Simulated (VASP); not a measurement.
The system is Ge.

```xyz
2
Lattice="1.4881 -2.5947 0.0000 1.4881 2.5947 0.0000 0.0000 0.0000 4.7276" Properties=species:S:1:pos:R:3 pbc="T T T"
Ge    1.4881   -0.8643    1.1819
Ge    1.4881    0.8643    3.5457
```

Base run:

* Program: VASP 6.6.1
* Functional: BLYP
* Potentials or basis: VASP PAW PBE potentials, release 64 (Ge_d)
* Cutoff: 520 eV
* k mesh: 9 × 9 × 5, shifted
* Occupations: fermi-dirac, width 0.05 eV
* Spin: no spin polarisation

Its results: band gap on the k mesh zero (band 14 reaches 13.26 eV, above the bottom of band 15 at 5.35 eV); pressure 11.5 GPa; largest force 0.016 eV/Å.

The run is repeated on the same cell with these changes: functional from BLYP to LDA; potentials or basis from VASP PAW PBE potentials, release 64 (Ge_d) to VASP PAW LDA potentials, release 64 (Ge_d). What comes out?

Band gap on the k mesh zero (band 14 reaches 12.56 eV, above the bottom of band 15 at 4.57 eV); pressure -1.2 GPa; largest force 0.014 eV/Å.

Caveats: the PAW data sets were made with another functional, which shifts forces and pressure a little (some runs).
